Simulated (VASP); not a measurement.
Input of a VASP 6.6.1 run:

Contents of INCAR:

```
SYSTEM = Cu
PREC     = Accurate       ! precision mode
ENCUT    = 520            ! plane-wave cutoff, eV
EDIFF    = 1E-7           ! SCF threshold, eV
ISMEAR   = 0              ! smearing method
SIGMA    = 0.15           ! smearing width, eV
LREAL    = .False.        ! projectors in reciprocal space
LASPH    = .True.         ! aspherical terms in the spheres
NELM     = 80             ! most SCF steps
ALGO     = Fast           ! electronic algorithm
ISIF     = 2              ! what is computed and relaxed
LWAVE    = .False.        ! write WAVECAR
LCHARG   = .False.        ! write CHGCAR
GGA      = PS             ! functional
NBANDS   = 12             ! bands
```

The input KPOINTS:

```
regular mesh
0
Gamma
  34 34 34
  0 0 0
```

Contents of POSCAR:

```
Cu
1.0
   -1.4648899669      1.4648899669      1.3234941601
    1.4648899669     -1.4648899669      1.3234941601
    1.4648899669      1.4648899669     -1.3234941601
Cu
1
Direct
    0.0000000000      0.0000000000      0.0000000000
```

Potentials or basis: VASP PAW PBE potentials, release 64 (Cu).

Command:

```console
$ cat potpaw_PBE.64/Cu/POTCAR > POTCAR
$ mpirun -np 1 vasp_std > vasp.out
```

Question: What does it give for the band gap on the k mesh?

Answer: Zero (an odd number of electrons rules out a gap without spin polarisation).

Question: What does it give for the pressure?

Answer: 1.2 GPa.

Stress tensor (GPa, compression positive):
```
0.82 0.00 0.00
0.00 0.82 0.00
0.00 0.00 2.01
```

Caveat: the PAW data sets were made with another functional, which shifts forces and pressure a little.
